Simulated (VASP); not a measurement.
# Ge (I4_1/amd) in VASP: notebook, part 3 of 3

VASP 6.6.1. The steps go on from the part before.

### 4 Single point, PBE (strain -0.050 along x and y, +0.025 along z)

File INCAR:

```
SYSTEM = Ge
PREC     = Accurate       ! precision mode
ENCUT    = 520            ! plane-wave cutoff, eV
EDIFF    = 1E-7           ! SCF threshold, eV
ISMEAR   = 0              ! smearing method
SIGMA    = 0.15           ! smearing width, eV
LREAL    = .FALSE.        ! projectors in reciprocal space
LASPH    = .TRUE.         ! aspherical terms in the spheres
NELM     = 60             ! most SCF steps
ALGO     = Normal         ! electronic algorithm
ISIF     = 2              ! what is computed and relaxed
LWAVE    = .FALSE.        ! write WAVECAR
LCHARG   = .FALSE.        ! write CHGCAR
GGA      = PE             ! functional
NBANDS   = 21             ! bands
```

File KPOINTS:

```
regular mesh
0
G
  14 14 14
  0 0 0
```

File POSCAR:

```
Ge
1.0
    0.0000000000      2.6873315000      2.8994892500
    2.6873315000      0.0000000000      2.8994892500
    2.6873315000      2.6873315000      0.0000000000
Ge
2
Direct
    0.5000000000      0.5000000000      0.5000000000
    0.7500000000      0.7500000000      0.7500000000
```

Potentials or basis: VASP PAW PBE potentials, release 64 (Ge_d).

Run with:

```
> cat potpaw_PBE.64/Ge_d/POTCAR > POTCAR
> mpirun -np 1 vasp_std > vasp.out
```

OUTCAR:

```text
SYSTEM = Ge
   PREC = Accurate
   ENCUT = 520
   EDIFF = 1E-7
   ISMEAR = 0
   LREAL = .FALSE.
   LASPH = .TRUE.
   NELM = 60
   ISIF = 2
   GGA = PE

 ion  position               nearest neighbor table
   1  0.500  0.500  0.500-   2 2.39   2 2.39   2 2.39   2 2.39
   2  0.750  0.750  0.750-   1 2.39   1 2.39   1 2.39   1 2.39

  LATTYP: Found a body centered tetragonal cell.
 ALAT       =     3.8004606539
 C/A-ratio  =     1.5258620015

  Lattice vectors:

 A1 = (  -2.6873315000,   0.0000000000,   2.8994892500)
 A2 = (   2.6873315000,   0.0000000000,   2.8994892500)
 A3 = (   0.0000000000,   2.6873315000,  -2.8994892500)

Analysis of symmetry for initial positions (statically):
=====================================================================
 Subroutine PRICEL returns:
 Original cell was already a primitive cell.

 Routine SETGRP: Setting up the symmetry group for a
 body centered tetragonal supercell.

 Subroutine GETGRP returns: Found 16 space group operations
 (whereof  8 operations were pure point group operations)
 out of a pool of 16 trial point group operations.

The static configuration has the point symmetry D_2d.
 The point group associated with its full space group is D_4h.

Analysis of symmetry for dynamics (positions and initial velocities):
=====================================================================
 Subroutine PRICEL returns:
 Original cell was already a primitive cell.

 Routine SETGRP: Setting up the symmetry group for a
 body centered tetragonal supercell.

 Subroutine GETGRP returns: Found 16 space group operations
 (whereof  8 operations were pure point group operations)
 out of a pool of 16 trial point group operations.

The dynamic configuration has the point symmetry D_2d.
 The point group associated with its full space group is D_4h.

 Subroutine INISYM returns: Found 16 space group operations
 (whereof  8 operations are pure point group operations),
 and found     1 'primitive' translations

----------------------------------------------------------------------------------------

[... 107 lines left out ...]
   ISMEAR =     0;   SIGMA  =   0.15  broadening in eV -4-tet -1-fermi 0-gaus
   EFERMI_NEDOS =   21; number of points for ismear=-14 and -15
   IALGO  =     38    algorithm
   IMIX   =      4    mixing-type and parameters
     AMIX     =   0.40;   BMIX     =  1.00
     AMIX_MAG =   1.60;   BMIX_MAG =  1.00
  volume/ion in A,a.u.               =      20.94       141.31
  Fermi-wavevector in a.u.,A,eV,Ry     =   1.431516  2.705173 27.881573  2.049238
  Thomas-Fermi vector in A             =   2.551244
   LORBIT       =      0    0 simple, 1 ext, 2 COOP (PROOUT), +10 PAW based schemes
   GGA     = PE    functional components
   LHFCALC =     F    Hartree Fock is set to
   AEXX    =    0.0000 exact exchange contribution
   IVDW    =     0    specifies the selected vdW correction
   LEPSILON=     F    determine dielectric tensor
   LRPA    =     F    only Hartree local field effects (RPA)
 non-spin polarized calculation
 Gauss-broadening in eV      SIGMA  =   0.15
  energy-cutoff  :      520.00
  volume of cell :       41.88
 maximum number of plane-waves:      1143
 NGX is ok and might be reduce to    30
   NGX = 15   NGY = 15   NGZ = 15

 number of electron      28.0000004 magnetization

 Free energy of the ion-electron system (eV)
  ---------------------------------------------------
  ext. energy  EPLUGINS =         0.00000000
  ---------------------------------------------------
  free energy    TOTEN  =        -8.82199174 eV

  energy without entropy =       -8.82120058  energy(sigma->0) =       -8.82159616

 E-fermi :   5.9781     XC(G=0): -10.3088

 val. band max:        5.9245457617   @ k =  -0.0714   0.0714   0.0000
 cond. band min:       6.0141128233   @ k =   0.4286   0.0000   0.4286
 fundamental gap:      0.0895670616
 Fermi energy:         5.9780758230

 k-point     1 :       0.0000    0.0000    0.0000
  band No.  band energies     occupation
      1     -19.1630      2.00000
      2     -19.1630      2.00000
      3     -19.1402      2.00000
      4     -19.1186      2.00000
      5     -19.1073      2.00000
      6     -18.8837      2.00000
[... 565 lines left out ...]
     20      15.4060      0.00000
     21      16.0892      0.00000

 [... further k-points ...]
[... 5 lines left out ...]
  --------------------------------------------------------------------------------------
  -------------------------------------------------------------------------------------
  Total        3.3235432      3.3235432      1.6498655      0.0000000      0.0000000     -0.0000000
  in kB      127.1504591    127.1504591     63.1197328      0.0000000      0.0000000     -0.0000000
  external PRESSURE =     105.8068837 kB  Pullay stress =       0.0000000 kB

 VOLUME and BASIS-vectors are now :
 -----------------------------------------------------------------------------
  energy-cutoff  :      520.00
  volume of cell :       41.88
      direct lattice vectors                 reciprocal lattice vectors
     0.000000000  2.687331500  2.899489250    -0.186058177  0.186058177  0.172444164
     2.687331500  0.000000000  2.899489250     0.186058177 -0.186058177  0.172444164
     2.687331500  2.687331500  0.000000000     0.186058177  0.186058177 -0.172444164

 POSITION                                       TOTAL-FORCE (eV/Angst)
 -----------------------------------------------------------------------------------
      2.68733      2.68733      2.89949        -0.000000     -0.000000      0.000000
      4.03100      4.03100      4.34923         0.000000      0.000000     -0.000000
 -----------------------------------------------------------------------------------
    total drift:                                0.000000     -0.000000      0.000000

  FREE ENERGIE OF THE ION-ELECTRON SYSTEM (eV)
  ---------------------------------------------------
  free  energy   TOTEN  =        -8.8219917415 eV

  energy  without entropy=       -8.8212005814  energy(sigma->0) =       -8.82159616
```

OSZICAR:

```text
N       E                     dE             d eps       ncg     rms          rms(c)
DAV:   1     0.190335985583E+03    0.19034E+03   -0.14514E+04 11594   0.375E+03
DAV:   2     0.180825468846E+02   -0.17225E+03   -0.16648E+03 10278   0.614E+02
DAV:   3    -0.809256453881E+01   -0.26175E+02   -0.26005E+02 11698   0.142E+02
DAV:   4    -0.892235267773E+01   -0.82979E+00   -0.82928E+00 11628   0.298E+01
DAV:   5    -0.893530066550E+01   -0.12948E-01   -0.12948E-01 11651   0.406E+00    0.354E+00
DAV:   6    -0.885901723977E+01    0.76283E-01   -0.25959E-02 11978   0.140E+00    0.209E+00
DAV:   7    -0.882017257998E+01    0.38845E-01   -0.59091E-02 12122   0.204E+00    0.149E-01
DAV:   8    -0.882181390496E+01   -0.16413E-02   -0.57335E-03 11583   0.832E-01    0.455E-02
DAV:   9    -0.882198736496E+01   -0.17346E-03   -0.22752E-04 11588   0.137E-01    0.144E-02
DAV:  10    -0.882199026415E+01   -0.28992E-05   -0.14729E-05 13588   0.530E-02    0.636E-03
DAV:  11    -0.882199157959E+01   -0.13154E-05   -0.38837E-06 11323   0.186E-02    0.218E-03
DAV:  12    -0.882199178601E+01   -0.20642E-06   -0.24087E-07  9436   0.408E-03    0.506E-04
DAV:  13    -0.882199174146E+01    0.44549E-07   -0.15767E-08  7629   0.167E-03
   1 F= -.88219917E+01 E0= -.88215962E+01  d E =-.791160E-03
```

Run time: 91 s. Hardware: 1 thread of Intel Xeon 6975P-C (Granite Rapids), shared host; peak memory 0.28 GiB.

What came out:

* Free energy: -8.8220 eV
* Pressure: 10.6 GPa
* Band gap on the k mesh: zero (filled and empty bands touch)

Caveat: the cell differs from its parent crystal (strain -0.050 along x and y, +0.025 along z).

### 5 Single point, PBE (strain -0.050 along x and y, +0.050 along z)

File INCAR:

```
SYSTEM = Ge
PREC = Accurate
ENCUT = 520
EDIFF = 1E-6
ISMEAR = 0
SIGMA = 0.15
LREAL = .FALSE.
LASPH = .TRUE.
NELM = 60
ALGO = Normal
ISIF = 2
LWAVE = .FALSE.
LCHARG = .FALSE.
GGA = PE
NBANDS = 21
```

KPOINTS is that of step 4.

File POSCAR:

```
Ge
1.0
    0.0000000000      2.6873315000      2.9702085000
    2.6873315000      0.0000000000      2.9702085000
    2.6873315000      2.6873315000      0.0000000000
Ge
2
Direct
    0.5000000000      0.5000000000      0.5000000000
    0.7500000000      0.7500000000      0.7500000000
```

Run with:

```
> cat potpaw_PBE.64/Ge_d/POTCAR > POTCAR
> mpirun -np 1 vasp_std > vasp.out
```

Run time: 91 s. Hardware: 1 thread of Intel Xeon 6975P-C (Granite Rapids), shared host; peak memory 0.29 GiB.

It converged, with:

```yaml
Free_energy: -8.8500 eV
Pressure: 8.1 GPa
Band_gap_on_the_k_mesh: zero (band 14 reaches 5.84 eV, above the bottom of band 15 at 5.67 eV)
```

Stress tensor (GPa, compression positive):
```
10.97  0.00  0.00
 0.00 10.97  0.00
 0.00  0.00  2.47
```

Levels at points of the mesh, in eV from the Fermi level:
| k point | band 12 | band 13 | band 14 | band 15 | band 16 | band 17 |
| --- | --- | --- | --- | --- | --- | --- |
| (0.00, 0.00, 0.00) | -0.77 | 0.13 | 0.13 | 0.25 | 2.30 | 2.30 |
| (0.50, 0.00, 0.00) | -8.02 | -2.15 | -1.14 | -0.04 | 3.53 | 3.95 |
| (0.50, 0.50, 0.00) | -9.61 | -2.91 | -2.91 | 1.10 | 1.10 | 9.69 |
| (0.50, 0.00, 0.50) | -9.07 | -3.64 | -3.64 | 0.25 | 0.25 | 9.20 |

Caveat: the cell differs from its parent crystal (strain -0.050 along x and y, +0.050 along z).

### 6 Summary

```tsv
cell	gap on the mesh (eV)	pressure (GPa)
a = 3.953, b = 3.953, c = 4.100 Å, angles 58.8, 58.8, 62.5°, 2 atoms	0.03	3.7
a = 4.002, b = 4.002, c = 4.100 Å, angles 59.2, 59.2, 61.6°, 2 atoms	0.07	1.8
a = 3.953, b = 3.953, c = 3.800 Å, angles 61.3, 61.3, 57.5°, 2 atoms	none	10.6
a = 4.005, b = 4.005, c = 3.800 Å, angles 61.7, 61.7, 56.6°, 2 atoms	none	8.1
```

Alike in all rows: task single point; level PBE; potentials or basis VASP PAW PBE potentials, release 64 (Ge_d); no spin polarisation; k mesh 14 × 14 × 14; cutoff (eV) 520; smearing gaussian 0.15 eV.

Total energies depend on the potentials used, so only differences within one code and one set of settings carry meaning.
